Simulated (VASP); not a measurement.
# MnS (Fm-3m) in VASP: notebook

MnS is run at these levels: PBE; tasks: single point.

All numbers are computed with VASP 6.6.1; they aren't measurements. Logs are shortened: lines on timing, memory, paths and dates and some standing lists are left out, and cuts for length are marked.

### 1 The cell of the first run

It takes space group Fm-3m (No. 225, cubic). The conventional cell has a = 4.723 Å, b = 4.723 Å, c = 4.723 Å, α = 90.00°, β = 90.00°, γ = 90.00°. Within 3.1 Å of Mn (site symmetry m-3m) lie 6 S at 2.36 Å. S (site symmetry m-3m) has 6 Mn at 2.36 Å within 3.1 Å.

### 2 Single point, PBE (volume scaled by 1.020)

Contents of INCAR:

```
SYSTEM = MnS
PREC     = Accurate       ! precision mode
ENCUT    = 520            ! plane-wave cutoff, eV
EDIFF    = 1E-7           ! SCF threshold, eV
ISMEAR   = 0              ! smearing method
SIGMA    = 0.05           ! smearing width, eV
LREAL    = .FALSE.        ! projectors in reciprocal space
LASPH    = .TRUE.         ! aspherical terms in the spheres
NELM     = 100            ! most SCF steps
ALGO     = Normal         ! electronic algorithm
ISIF     = 2              ! what is computed and relaxed
LWAVE    = .FALSE.        ! write WAVECAR
LCHARG   = .TRUE.         ! write CHGCAR
GGA      = PE             ! functional
LELF     = .TRUE.         ! ELF
LVHAR    = .TRUE.       
NBANDS   = 16             ! bands
```

Contents of KPOINTS:

```
Automatic mesh
0
G
  12 12 12
  0 0 0
```

Contents of POSCAR:

```
MnS
1.0
    0.0000000000      2.3615296016      2.3615296016
    2.3615296016      0.0000000000      2.3615296016
    2.3615296016      2.3615296016      0.0000000000
Mn S
1 1
Direct
    0.0000000000      0.0000000000      0.0000000000
    0.5000000000      0.5000000000      0.5000000000
```

Potentials or basis: VASP PAW PBE potentials, release 64 (Mn_pv, S).

Launch:

```console
> cat potpaw_PBE.64/Mn_pv/POTCAR potpaw_PBE.64/S/POTCAR > POTCAR
> mpirun -np 1 vasp_std > vasp.out
```

OUTCAR:

```text
SYSTEM = MnS
   PREC = Accurate
   ENCUT = 520
   EDIFF = 1E-7
   ISMEAR = 0
   LREAL = .FALSE.
   LASPH = .TRUE.
   NELM = 100
   ISIF = 2
   GGA = PE

 ion  position               nearest neighbor table
   1  0.000  0.000  0.000-   2 2.36   2 2.36   2 2.36   2 2.36   2 2.36   2 2.36
   2  0.500  0.500  0.500-   1 2.36   1 2.36   1 2.36   1 2.36   1 2.36   1 2.36

  LATTYP: Found a face centered cubic cell.
 ALAT       =     4.7230592032

  Lattice vectors:

 A1 = (   0.0000000000,   2.3615296016,   2.3615296016)
 A2 = (   2.3615296016,   0.0000000000,   2.3615296016)
 A3 = (   2.3615296016,   2.3615296016,   0.0000000000)

Analysis of symmetry for initial positions (statically):
=====================================================================
 Subroutine PRICEL returns:
 Original cell was already a primitive cell.

 Routine SETGRP: Setting up the symmetry group for a
 face centered cubic supercell.

 Subroutine GETGRP returns: Found 48 space group operations
 (whereof 48 operations were pure point group operations)
 out of a pool of 48 trial point group operations.

The static configuration has the point symmetry O_h .

Analysis of symmetry for dynamics (positions and initial velocities):
=====================================================================
 Subroutine PRICEL returns:
 Original cell was already a primitive cell.

 Routine SETGRP: Setting up the symmetry group for a
 face centered cubic supercell.

 Subroutine GETGRP returns: Found 48 space group operations
 (whereof 48 operations were pure point group operations)
 out of a pool of 48 trial point group operations.

The dynamic configuration has the point symmetry O_h .

 Subroutine INISYM returns: Found 48 space group operations
 (whereof 48 operations are pure point group operations),
 and found     1 'primitive' translations

----------------------------------------------------------------------------------------

                                     Primitive cell

  volume of cell :      26.3397

  direct lattice vectors                    reciprocal lattice vectors
     0.000000000  2.361529602  2.361529602    -0.211727179  0.211727179  0.211727179
     2.361529602  0.000000000  2.361529602     0.211727179 -0.211727179  0.211727179
     2.361529602  2.361529602  0.000000000     0.211727179  0.211727179 -0.211727179

  length of vectors
     3.339707191  3.339707191  3.339707191     0.366722231  0.366722231  0.366722231

  position of ions in fractional coordinates (direct lattice)
     0.000000000  0.000000000  0.000000000
     0.500000000  0.500000000  0.500000000

  ion indices of the primitive-cell ions
   primitive index   ion index
                 1           1
                 2           2

----------------------------------------------------------------------------------------

 KPOINTS: Automatic mesh

Automatic generation of k-mesh.
 Grid dimensions read from file:
 generate k-points for:   12   12   12

 Generating k-lattice:

  Cartesian coordinates                     Fractional coordinates (reciprocal lattice)
    -0.017643932  0.017643932  0.017643932     0.083333333  0.000000000  0.000000000
     0.017643932 -0.017643932  0.017643932     0.000000000  0.083333333  0.000000000
     0.017643932  0.017643932 -0.017643932     0.000000000  0.000000000  0.083333333

  Length of vectors
     0.030560186  0.030560186  0.030560186

  Shift w.r.t. Gamma in fractional coordinates (k-lattice)
     0.000000000  0.000000000  0.000000000

 Subroutine IBZKPT returns following result:
 ===========================================

 Found     72 irreducible k-points:

 Following reciprocal coordinates:
            Coordinates               Weight
  0.000000  0.000000  0.000000      1.000000
  0.083333  0.000000  0.000000      8.000000
  0.166667  0.000000  0.000000      8.000000
  0.250000  0.000000  0.000000      8.000000
  0.333333  0.000000  0.000000      8.000000
  0.416667  0.000000  0.000000      8.000000
[... 16 lines left out ...]
  0.500000  0.166667  0.000000     24.000000
 -0.416667  0.166667  0.000000     24.000000
 [... further k-points ...]
   k-points           NKPTS =     72   k-points in BZ     NKDIM =     72   number of bands    NBANDS=     16
   number of dos      NEDOS =    301   number of ions     NIONS =      2
   total plane-waves  NPLWV =  21952
   dimension x,y,z NGX =    28 NGY =   28 NGZ =   28
   dimension x,y,z NGXF=    56 NGYF=   56 NGZF=   56
   ions per type =               1   1
   NGX,Y,Z   is equivalent  to a cutoff of  13.94, 13.94, 13.94 a.u.
   NGXF,Y,Z  is equivalent  to a cutoff of  27.88, 27.88, 27.88 a.u.
 SYSTEM =  MnS
   PREC   = accura    normal or accurate (medium, high low for compatibility)
   ISTART =      0    job   : 0-new  1-cont  2-samecut
   ICHARG =      2    charge: 1-file 2-atom 10-const
   ISPIN  =      1    spin polarized calculation?
   LNONCOLLINEAR =      F non collinear calculations
   LSORBIT =      F    spin-orbit coupling
   LASPH  =      T    aspherical Exc in radial PAW
   ENCUT  =  520.0 eV  38.22 Ry    6.18 a.u.   6.21  6.21  6.21*2*pi/ulx,y,z
   NELM   =    100;   NELMIN=  2; NELMDL= -5     # of ELM steps
   EDIFF  = 0.1E-06   stopping-criterion for ELM
   LREAL  =      F    real-space projection
   EDIFFG = 0.1E-05   stopping-criterion for IOM
   NSW    =      0    number of steps for IOM
   IBRION =     -1    ionic relax: 0-MD 1-quasi-New 2-CG
   NFREE  =      0    steps in history (QN), initial steepest desc. (CG)
   ISIF   =      2    stress and relaxation
   ISYM   =      2    0-nonsym 1-usesym 2-fastsym
   POTIM  = 0.5000    time-step for ionic-motion
   TEBEG  =    0.0;   TEEND  =   0.0 temperature during run
   PSTRESS=    0.0 pullay stress
   NELECT =      19.0000    total number of electrons
   NUPDOWN=      -1.0000    fix difference up-down
   EMIN   =  10.00;   EMAX   =-10.00  energy-range for DOS
   EFERMI =   0.00;   METHOD = LEGACY
   ISMEAR =     0;   SIGMA  =   0.05  broadening in eV -4-tet -1-fermi 0-gaus
   EFERMI_NEDOS =   21; number of points for ismear=-14 and -15
   IALGO  =     38    algorithm
   IMIX   =      4    mixing-type and parameters
     AMIX     =   0.40;   BMIX     =  1.00
     AMIX_MAG =   1.60;   BMIX_MAG =  1.00
  volume/ion in A,a.u.               =      13.17        88.87
  Fermi-wavevector in a.u.,A,eV,Ry     =   1.468214  2.774522 29.329423  2.155652
  Thomas-Fermi vector in A             =   2.583738
   LORBIT       =      0    0 simple, 1 ext, 2 COOP (PROOUT), +10 PAW based schemes
   GGA     = PE    functional components
   LHFCALC =     F    Hartree Fock is set to
   AEXX    =    0.0000 exact exchange contribution
   IVDW    =     0    specifies the selected vdW correction
   LEPSILON=     F    determine dielectric tensor
   LRPA    =     F    only Hartree local field effects (RPA)
 non-spin polarized calculation
 Gauss-broadening in eV      SIGMA  =   0.05
  energy-cutoff  :      520.00
  volume of cell :       26.34
 maximum number of plane-waves:       725
 NGX is ok and might be reduce to    28
   NGX = 13   NGY = 13   NGZ = 13

 number of electron      18.9999991 magnetization

 Free energy of the ion-electron system (eV)
  ---------------------------------------------------
  ext. energy  EPLUGINS =         0.00000000
  ---------------------------------------------------
  free energy    TOTEN  =       -12.81905418 eV

  energy without entropy =      -12.80579922  energy(sigma->0) =      -12.81242670

 E-fermi :   9.7306     XC(G=0): -12.2380

 val. band max:        9.7298876672   @ k =  -0.3333   0.1667   0.0000
 cond. band min:       9.7313958346   @ k =   0.5000   0.5000   0.0000
 fundamental gap:      0.0015081674
 Fermi energy:         9.7306272938

 k-point     1 :       0.0000    0.0000    0.0000
  band No.  band energies     occupation
      1     -38.2069      2.00000
      2     -38.2069      2.00000
      3     -38.2069      2.00000
      4      -6.6137      2.00000
      5       7.9634      2.00000
      6       7.9634      2.00000
[... 8 lines left out ...]
     15      20.1035      0.00000
     16      20.1035      0.00000

 k-point     2 :       0.0833    0.0000    0.0000
  band No.  band energies     occupation
      1     -38.2096      2.00000
      2     -38.2073      2.00000
      3     -38.2073      2.00000
      4      -6.5097      2.00000
      5       6.9882      2.00000
      6       7.1638      2.00000
[... 8 lines left out ...]
     15      20.0654      0.00000
     16      20.0654      0.00000

 k-point     3 :       0.1667    0.0000    0.0000
  band No.  band energies     occupation
      1     -38.2169      2.00000
      2     -38.2082      2.00000
      3     -38.2082      2.00000
      4      -6.2077      2.00000
      5       5.5967      2.00000
      6       6.3606      2.00000
[... 8 lines left out ...]
     15      19.7132      0.00000
     16      19.7132      0.00000

 k-point     4 :       0.2500    0.0000    0.0000
  band No.  band energies     occupation
      1     -38.2268      2.00000
      2     -38.2095      2.00000
      3     -38.2095      2.00000
      4      -5.7401      2.00000
      5       4.1194      2.00000
      6       5.7060      2.00000
[... 8 lines left out ...]
     15      18.7328      0.00000
     16      19.4564      0.00000
[... 324 lines left out ...]
 k-point    22 :       0.4167    0.1667    0.0000
  band No.  band energies     occupation
      1     -38.2379      2.00000
      2     -38.2156      2.00000
      3     -38.2145      2.00000
      4      -4.8182      2.00000
      5       2.5812      2.00000
      6       4.6849      2.00000
[... 8 lines left out ...]
     15      18.8922      0.00000
     16      19.5344      0.00000

 k-point    23 :       0.5000    0.1667    0.0000
  band No.  band energies     occupation
      1     -38.2423      2.00000
      2     -38.2177      2.00000
      3     -38.2145      2.00000
      4      -4.4435      2.00000
      5       1.9635      2.00000
      6       4.4033      2.00000
[... 8 lines left out ...]
     15      18.2442      0.00000
     16      20.3010      0.00000

 k-point    24 :      -0.4167    0.1667    0.0000
  band No.  band energies     occupation
      1     -38.2427      2.00000
      2     -38.2190      2.00000
      3     -38.2136      2.00000
      4      -4.3734      2.00000
      5       1.8518      2.00000
      6       4.3590      2.00000
[... 8 lines left out ...]
     15      17.7208      0.00000
     16      20.7682      0.00000

 [... further k-points ...]

------------------------ aborting loop because EDIFF is reached ----------------------------------------

  FORCE on cell =-STRESS in cart. coord.  units (eV):
  Direction    XX          YY          ZZ          XY          YZ          ZX
  --------------------------------------------------------------------------------------
  -------------------------------------------------------------------------------------
  Total       -0.4674433     -0.4674433     -0.4674433      0.0000000      0.0000000     -0.0000000
  in kB      -28.4334382    -28.4334382    -28.4334382      0.0000000      0.0000000     -0.0000000
  external PRESSURE =     -28.4334382 kB  Pullay stress =       0.0000000 kB

 VOLUME and BASIS-vectors are now :
 -----------------------------------------------------------------------------
  energy-cutoff  :      520.00
  volume of cell :       26.34
      direct lattice vectors                 reciprocal lattice vectors
     0.000000000  2.361529602  2.361529602    -0.211727179  0.211727179  0.211727179
     2.361529602  0.000000000  2.361529602     0.211727179 -0.211727179  0.211727179
     2.361529602  2.361529602  0.000000000     0.211727179  0.211727179 -0.211727179

 POSITION                                       TOTAL-FORCE (eV/Angst)
 -----------------------------------------------------------------------------------
      0.00000      0.00000      0.00000         0.000000      0.000000      0.000000
      2.36153      2.36153      2.36153        -0.000000     -0.000000     -0.000000
 -----------------------------------------------------------------------------------
    total drift:                               -0.000000      0.000000      0.000000

  FREE ENERGIE OF THE ION-ELECTRON SYSTEM (eV)
  ---------------------------------------------------
  free  energy   TOTEN  =       -12.8190541757 eV

  energy  without entropy=      -12.8057992172  energy(sigma->0) =      -12.81242670
```

Wall time 27 s (1 thread of Intel Xeon Platinum 8488C (Sapphire Rapids), shared host); peak memory 0.17 GiB.

Results:

```yaml
Free_energy: -12.8191 eV
Pressure: -2.8 GPa
```

Caveat: the run has no spin polarisation, though such a crystal can be magnetic; semilocal functionals often make such compounds metallic where correlation or magnetic order opens a gap, which also shifts bond lengths. Spin polarisation is off, so any magnetic state and its effect on volume and gap are missing.

### 3 Single point, PBE (volume scaled by 1.040)

Contents of INCAR:

```
  ALGO = Normal
  EDIFF = 1E-6
  ENCUT = 520
  GGA = PE
  ISIF = 2
  ISMEAR = 0
  LASPH = T
  LCHARG = T
  LELF = T
  LREAL = F
  LVHAR = T
  LWAVE = F
  NBANDS = 16
  NELM = 80
  PREC = Accurate
  SIGMA = 0.05
```

Contents of KPOINTS:

```
k-points
0
Gamma
  12 12 12
```

Contents of POSCAR:

```
MnS
1.0
    0.0000000000      2.3768646391      2.3768646391
    2.3768646391      0.0000000000      2.3768646391
    2.3768646391      2.3768646391      0.0000000000
Mn S
1 1
Direct
    0.0000000000      0.0000000000      0.0000000000
    0.5000000000      0.5000000000      0.5000000000
```

Potentials or basis: VASP PAW PBE potentials, release 64 (Mn_pv, S).

Launch:

```console
> cat potpaw_PBE.64/Mn_pv/POTCAR potpaw_PBE.64/S/POTCAR > POTCAR
> mpirun -np 1 vasp_std > vasp.out
```

Wall time 26 s (1 thread of Intel Xeon Platinum 8488C (Sapphire Rapids), shared host); peak memory 0.17 GiB.

The run converged. Its results:

| Property | Result |
| --- | --- |
| Free energy | -12.8058 eV |
| Pressure | -5.3 GPa |

Levels at points of the mesh, in eV from the Fermi level:
| k point | band 6 | band 7 | band 8 | band 9 | band 10 | band 11 | band 12 | band 13 |
| --- | --- | --- | --- | --- | --- | --- | --- | --- |
| (0.00, 0.00, 0.00) | -1.77 | -1.77 | -1.55 | -1.55 | -1.55 | -1.40 | -1.40 | 5.03 |
| (0.50, 0.00, 0.00) | -4.81 | -4.81 | -0.30 | -0.30 | 0.14 | 3.15 | 3.15 | 3.67 |
| (0.50, 0.50, 0.00) | -3.86 | -3.86 | -2.87 | -0.85 | 0.00 | 0.00 | 0.62 | 2.86 |

Caveat: the run has no spin polarisation, though such a crystal can be magnetic; semilocal functionals often make such compounds metallic where correlation or magnetic order opens a gap, which also shifts bond lengths.
